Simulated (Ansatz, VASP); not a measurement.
## AlRu in VASP and in Ansatz

The input INCAR:

```
SYSTEM = AlRu
PREC     = Accurate       ! precision mode
ENCUT    = 520            ! plane-wave cutoff, eV
EDIFF    = 1E-7           ! SCF threshold, eV
ISMEAR   = 0              ! smearing method
SIGMA    = 0.15           ! smearing width, eV
LREAL    = .False.        ! projectors in reciprocal space
LASPH    = .True.         ! aspherical terms in the spheres
NELM     = 80             ! most SCF steps
ALGO     = Fast           ! electronic algorithm
ISIF     = 2              ! what is computed and relaxed
LWAVE    = .False.        ! write WAVECAR
LCHARG   = .False.        ! write CHGCAR
GGA      = PE             ! functional
NBANDS   = 16             ! bands
```

File KPOINTS:

```
regular mesh
0
Gamma
  16 16 16
  0 0 0
```

File POSCAR:

```
AlRu
1.0
    3.0813480000      0.0000000000      0.0000000000
    0.0000000000      3.0813480000      0.0000000000
    0.0000000000      0.0000000000      2.9018520000
Al Ru
1 1
Direct
    0.0000000000      0.0000000000      0.0000000000
    0.5000000000      0.5000000000      0.5000000000
```

Input for Ansatz:

```yaml
crystal:
  lattice:
    - [3.081348, 0.0, 0.0]
    - [0.0, 3.081348, 0.0]
    - [0.0, 0.0, 2.901852]
  atoms:
    - { symbol: Al, position: [0.0, 0.0, 0.0] }
    - { symbol: Ru, position: [0.5, 0.5, 0.5] }
basis:
  ecutwfc: 420
kpoints:
  mp_grid: { grid: [16, 16, 16] }
hamiltonian:
  xc: pbe
scf:
  occupations: { method: gaussian, width: 0.15 }
output:
  forces: true
  stress: true
  eigenvalues: true
```

Change from the starting cell: strain +0.030 along x and y, -0.030 along z, atoms carried along.

Alike in both runs: task single point; functional PBE; k mesh 16 × 16 × 16; occupations gaussian, width 0.15 eV; no spin polarisation.

|  | VASP | Ansatz |
| --- | --- | --- |
| version | VASP 6.6.1 | Ansatz 0.2.0 |
| potentials or method | VASP PAW PBE potentials, release 64 (Al, Ru_pv), cutoff 520 eV | scalar-relativistic, plane waves, PAW |
| valence electrons in the cell | 17 | 19 |

Ansatz gave:

```
gap on the k mesh at the Fermi level (eV)                     : none
pressure (GPa)                                                : -2.8
traceless stress, the component that is largest in VASP (GPa) : 6.83
```

Estimate VASP's values.

gap on the k mesh at the Fermi level (eV): none; pressure (GPa): -2.8; traceless stress, the component that is largest in VASP (GPa): 6.84.

A gap of «none» marks a metal or a gap that the smearing closes. VASP's potentials hold 17 valence electrons a cell and Ansatz's 19, so a difference there can come from the potentials and not from the codes.
